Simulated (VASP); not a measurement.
Input of a VASP 6.6.1 run:

INCAR

```
SYSTEM = WC
PREC = Accurate
ENCUT = 600
EDIFF = 1E-6
ISMEAR = 0
SIGMA = 0.1
LREAL = .FALSE.
LASPH = .TRUE.
NELM = 80
ALGO = Normal
ISIF = 3
LWAVE = .FALSE.
LCHARG = .FALSE.
GGA = PS
IBRION = 2
NSW = 70
EDIFFG = -0.008
PSTRESS = 120.0
```

Contents of KPOINTS:

```
regular mesh
0
G
  18 18 14
  0 0 0
```

The input POSCAR:

```
WC
1.0
    2.8705168498      0.0000000000      0.0000000000
   -1.4352584249      2.4859405139      0.0000000000
    0.0000000000      0.0000000000      2.8029158613
W C
1 1
Direct
    0.0000000000      0.0000000000      0.0000000000
    0.6666666667      0.3333333333      0.5000000000
```

Potentials or basis: VASP PAW PBE potentials, release 64 (W_sv, C).

Command:

```console
$ cat potpaw_PBE.64/W_sv/POTCAR potpaw_PBE.64/C/POTCAR > POTCAR
$ mpirun -np 1 vasp_std > vasp.out
```

Q: What does it give for the relaxed volume?

A: 10.03 Å³/atom.

Q: Predict the relaxed cell.

A: a = 2.872 Å, b = 2.872 Å, c = 2.809 Å, α = 90.00°, β = 90.00°, γ = 120.00°.

Q: Predict the space group after relaxing (to 0.1 Å).

A: P-6m2 (No. 187).

Step by step:
| step | energy change (eV) | largest force (eV/Å) | pressure (GPa) | volume (Å³) |
| --- | --- | --- | --- | --- |
| 1 | 0.0000 | 0.0000 | 13.61 | 20.00 |
| 2 | -0.0182 | 0.0000 | 6.82 | 20.29 |
| 3 | -0.0058 | 0.0000 | 11.90 | 20.07 |
| 4 | -0.0050 | 0.0000 | 12.08 | 20.06 |
| 5 | -0.0054 | 0.0000 | 11.99 | 20.07 |

Caveat: the cell is relaxed towards a set pressure, so the run minimises the enthalpy, not the energy; the PAW data sets were made with another functional, which shifts forces and pressure a little.
